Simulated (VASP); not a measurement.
Write the native input for VASP 6.6.1 that does the following.

* Task: single point
* Functional: PBEsol
* Potentials or basis: VASP PAW PBE potentials, release 64 (W_sv, O)
* Cutoff: 520 eV
* k mesh: 8 × 8 × 8
* Occupations: gaussian, width 0.15 eV
* Spin: no spin polarisation
* Dipole correction: no
* Further INCAR settings: ALGO = Normal; EDIFF = 1e-06; NBANDS = 58

The structure of W3O lies in POSCAR:

```
W3O
1.0
    4.8313496660      0.0000000000      0.0000000000
    0.0000000000      4.8313496660      0.0000000000
    0.0000000000      0.0000000000      4.9038199110
W O
6 2
Direct
    0.5000000000      0.7500000000      0.0000000000
    0.0000000000      0.5000000000      0.7500000000
    0.2500000000      0.0000000000      0.5000000000
    0.5000000000      0.2500000000      0.0000000000
    0.0000000000      0.5000000000      0.2500000000
    0.7500000000      0.0000000000      0.5000000000
    0.5000000000      0.5000000000      0.5000000000
    0.0000000000      0.0000000000      0.0000000000
```

This cell differs from its parent crystal: strain +0.000 along x and y, +0.015 along z.

These files were run (other wordings do the same):

INCAR

```
SYSTEM = W3O
PREC     = Accurate       ! precision mode
ENCUT    = 520            ! plane-wave cutoff, eV
EDIFF    = 1E-6           ! SCF threshold, eV
ISMEAR   = 0              ! smearing method
SIGMA    = 0.15           ! smearing width, eV
LREAL    = .FALSE.        ! projectors in reciprocal space
LASPH    = .TRUE.         ! aspherical terms in the spheres
NELM     = 80             ! most SCF steps
ALGO     = Normal         ! electronic algorithm
ISIF     = 2              ! what is computed and relaxed
LWAVE    = .FALSE.        ! write WAVECAR
LCHARG   = .FALSE.        ! write CHGCAR
GGA      = PS             ! functional
NBANDS   = 58             ! bands
```

KPOINTS

```
regular mesh
0
G
  8 8 8
  0 0 0
```

Potentials or basis: VASP PAW PBE potentials, release 64 (W_sv, O).

Command:

```bash
$ cat potpaw_PBE.64/W_sv/POTCAR potpaw_PBE.64/O/POTCAR > POTCAR
$ mpirun -np 1 vasp_std > vasp.out
```

Results of the run:

```
Pressure               : -2.9 GPa
Largest force          : 0.139 eV/Å
Band gap on the k mesh : zero (bands 48 and 49 overlap by 0.90 eV)
```

Caveat: the cell differs from its parent crystal (strain +0.000 along x and y, +0.015 along z); the PAW data sets were made with another functional, which shifts forces and pressure a little; spin-orbit coupling is left out, which moves the levels of the heavy elements.

It took 2.7 min on 1 thread of Intel(R) Xeon(R) 6975P-C (Granite Rapids), with other jobs on the host, peak memory 0.45 GiB.
